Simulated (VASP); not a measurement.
# BN (P6_3/mmc) in VASP: notebook

BN is run at these levels: LDA; tasks: single point.

All numbers are computed with VASP 6.6.1; they aren't measurements. Logs are shortened: lines on timing, memory, paths and dates and some standing lists are left out, and cuts for length are marked.

### 1 The cell of the first run

It takes space group P6_3/mmc (No. 194, hexagonal). The conventional cell has a = 2.390 Å, b = 2.390 Å, c = 6.871 Å, α = 90.00°, β = 90.00°, γ = 120.00°. Within 1.8 Å of B (site symmetry -6m2) lie 3 N at 1.38 Å. N (site symmetry -6m2) has 3 B at 1.38 Å within 1.8 Å.

### 2 Single point, LDA (volume 8.498 Å^3 an atom, c/a of the conventional cell 2.8746)

Contents of INCAR:

```
PREC = Accurate ; ENCUT = 520
EDIFF = 1E-7 ; ISMEAR = 0
SIGMA = 0.05 ; LREAL = False
LASPH = True ; NELM = 100
ALGO = Normal ; ISIF = 2
LWAVE = False ; LCHARG = False
NBANDS = 16
```

Contents of KPOINTS:

```
regular mesh
0
Gamma
  12 12 4
```

Contents of POSCAR:

```
BN
1.0
    2.3901375143      0.0000000000      0.0000000000
   -1.1950687571      2.0699198059      0.0000000000
    0.0000000000      0.0000000000      6.8706892985
B N
2 2
Direct
    0.3333333333      0.6666666667      0.2500000000
    0.6666666667      0.3333333333      0.7500000000
    0.3333333333      0.6666666667      0.7500000000
    0.6666666667      0.3333333333      0.2500000000
```

Potentials or basis: VASP PAW LDA potentials, release 64 (B, N).

Command:

```
cat potpaw_LDA.64/B/POTCAR potpaw_LDA.64/N/POTCAR > POTCAR
mpirun -np 1 vasp_std > vasp.out
```

OUTCAR:

```text
PREC = Accurate
   ENCUT = 520
   EDIFF = 1E-7
   ISMEAR = 0
   LREAL = False
   LASPH = True
   NELM = 100
   ISIF = 2

 ion  position               nearest neighbor table
   1  0.333  0.667  0.250-   4 1.38   4 1.38   4 1.38
   2  0.667  0.333  0.750-   3 1.38   3 1.38   3 1.38
   3  0.333  0.667  0.750-   2 1.38   2 1.38   2 1.38
   4  0.667  0.333  0.250-   1 1.38   1 1.38   1 1.38

  LATTYP: Found a hexagonal cell.
 ALAT       =     2.3901375143
 C/A-ratio  =     2.8746000000

  Lattice vectors:

 A1 = (   2.3901375143,   0.0000000000,   0.0000000000)
 A2 = (  -1.1950687571,   2.0699198059,   0.0000000000)
 A3 = (   0.0000000000,   0.0000000000,   6.8706892985)

Analysis of symmetry for initial positions (statically):
=====================================================================
 Subroutine PRICEL returns:
 Original cell was already a primitive cell.

 Routine SETGRP: Setting up the symmetry group for a
 hexagonal supercell.

 Subroutine GETGRP returns: Found 24 space group operations
 (whereof 12 operations were pure point group operations)
 out of a pool of 24 trial point group operations.

The static configuration has the point symmetry D_3d.
 The point group associated with its full space group is D_6h.

Analysis of symmetry for dynamics (positions and initial velocities):
=====================================================================
 Subroutine PRICEL returns:
 Original cell was already a primitive cell.

 Routine SETGRP: Setting up the symmetry group for a
 hexagonal supercell.

 Subroutine GETGRP returns: Found 24 space group operations
 (whereof 12 operations were pure point group operations)
 out of a pool of 24 trial point group operations.

The dynamic configuration has the point symmetry D_3d.
 The point group associated with its full space group is D_6h.

 Subroutine INISYM returns: Found 24 space group operations
 (whereof 12 operations are pure point group operations),
 and found     1 'primitive' translations

----------------------------------------------------------------------------------------

                                     Primitive cell

  volume of cell :      33.9920

  direct lattice vectors                    reciprocal lattice vectors
     2.390137514  0.000000000  0.000000000     0.418385969  0.241555252  0.000000000
    -1.195068757  2.069919806  0.000000000     0.000000000  0.483110504  0.000000000
     0.000000000  0.000000000  6.870689299     0.000000000  0.000000000  0.145545804
[... 91 lines left out ...]
   NSW    =      0    number of steps for IOM
   IBRION =     -1    ionic relax: 0-MD 1-quasi-New 2-CG
   NFREE  =      0    steps in history (QN), initial steepest desc. (CG)
   ISIF   =      2    stress and relaxation
   ISYM   =      2    0-nonsym 1-usesym 2-fastsym
   POTIM  = 0.5000    time-step for ionic-motion
   TEBEG  =    0.0;   TEEND  =   0.0 temperature during run
   PSTRESS=    0.0 pullay stress
   NELECT =      16.0000    total number of electrons
   NUPDOWN=      -1.0000    fix difference up-down
   EMIN   =  10.00;   EMAX   =-10.00  energy-range for DOS
   EFERMI =   0.00;   METHOD = LEGACY
   ISMEAR =     0;   SIGMA  =   0.05  broadening in eV -4-tet -1-fermi 0-gaus
   EFERMI_NEDOS =   21; number of points for ismear=-14 and -15
   IALGO  =     38    algorithm
   IMIX   =      4    mixing-type and parameters
     AMIX     =   0.40;   BMIX     =  1.00
     AMIX_MAG =   1.60;   BMIX_MAG =  1.00
  volume/ion in A,a.u.               =       8.50        57.35
  Fermi-wavevector in a.u.,A,eV,Ry     =   1.273472  2.406512 22.064974  1.621730
  Thomas-Fermi vector in A             =   2.406293
   LORBIT       =      0    0 simple, 1 ext, 2 COOP (PROOUT), +10 PAW based schemes
   GGA     = CA    functional components
   LHFCALC =     F    Hartree Fock is set to
   AEXX    =    0.0000 exact exchange contribution
   IVDW    =     0    specifies the selected vdW correction
   LEPSILON=     F    determine dielectric tensor
   LRPA    =     F    only Hartree local field effects (RPA)
 non-spin polarized calculation
 Gauss-broadening in eV      SIGMA  =   0.05
  energy-cutoff  :      520.00
  volume of cell :       33.99
 maximum number of plane-waves:       944
 NGX is ok and might be reduce to    18
   NGX =  9   NGY =  9   NGZ = 25

 number of electron      15.9999999 magnetization

 Free energy of the ion-electron system (eV)
  ---------------------------------------------------
  ext. energy  EPLUGINS =         0.00000000
  ---------------------------------------------------
  free energy    TOTEN  =       -38.12523163 eV

  energy without entropy =      -38.12523163  energy(sigma->0) =      -38.12523163

 E-fermi :   2.8145     XC(G=0): -10.5908

 val. band max:        2.4960235223   @ k =   0.3333   0.3333   0.5000
 cond. band min:       6.8323091355   @ k =   0.5000   0.0000   0.0000
 fundamental gap:      4.3362856132
 Fermi energy:         2.8145321297

 k-point     1 :       0.0000    0.0000    0.0000
  band No.  band energies     occupation
      1     -15.9120      2.00000
      2     -15.6813      2.00000
      3      -4.4279      2.00000
      4      -2.6435      2.00000
      5       1.3318      2.00000
      6       1.3318      2.00000
[... 433 lines left out ...]
      3      -4.6334      2.00000
      4      -4.5975      2.00000
      5      -1.2427      2.00000
      6      -1.2176      2.00000
[... 8 lines left out ...]
     15      20.2683      0.00000
     16      22.0490      0.00000

 [... further k-points ...]

------------------------ aborting loop because EDIFF is reached ----------------------------------------

  FORCE on cell =-STRESS in cart. coord.  units (eV):
  Direction    XX          YY          ZZ          XY          YZ          ZX
  --------------------------------------------------------------------------------------
  -------------------------------------------------------------------------------------
  Total       11.1560460     11.1560460     -0.2714131      0.0000000     -0.0000000      0.0000000
  in kB      525.8285478    525.8285478    -12.7927738      0.0000000     -0.0000000      0.0000000
  external PRESSURE =     346.2881072 kB  Pullay stress =       0.0000000 kB

 VOLUME and BASIS-vectors are now :
 -----------------------------------------------------------------------------
  energy-cutoff  :      520.00
  volume of cell :       33.99
      direct lattice vectors                 reciprocal lattice vectors
     2.390137514  0.000000000  0.000000000     0.418385969  0.241555252  0.000000000
    -1.195068757  2.069919806  0.000000000     0.000000000  0.483110504  0.000000000
     0.000000000  0.000000000  6.870689299     0.000000000  0.000000000  0.145545804

 POSITION                                       TOTAL-FORCE (eV/Angst)
 -----------------------------------------------------------------------------------
     -0.00000      1.37995      1.71767        -0.000000      0.000000      0.000000
      1.19507      0.68997      5.15302        -0.000000     -0.000000      0.000000
     -0.00000      1.37995      5.15302        -0.000000     -0.000000      0.000000
      1.19507      0.68997      1.71767         0.000000      0.000000      0.000000
 -----------------------------------------------------------------------------------
    total drift:                               -0.000000      0.000000     -0.000000

  FREE ENERGIE OF THE ION-ELECTRON SYSTEM (eV)
  ---------------------------------------------------
  free  energy   TOTEN  =       -38.1252316318 eV

  energy  without entropy=      -38.1252316318  energy(sigma->0) =      -38.12523163
```

stdout:

```text
POSCAR found type information on POSCAR B N
 POSCAR found :  2 types and       4 ions
 scaLAPACK will be used
 LDA part: xc-table for (Slater(with rela. corr.)+CA(PZ))
 , standard interpolation
 POSCAR, INCAR and KPOINTS ok, starting setup
 FFT: planning ... GRIDC
 FFT: planning ... GRID_SOFT
 FFT: planning ... GRID
 WAVECAR not read
 entering main loop
```

It took 20 s on 1 thread of Intel Xeon Platinum 8375C at 2.90GHz (Ice Lake), shared host; peak memory 0.14 GiB.

Results:

* Free energy: -38.1252 eV
* Pressure: 34.6 GPa
* Band gap on the k mesh: 4.34 eV, indirect (least direct gap 4.84 eV)

(Continued in part 2 of 2.)
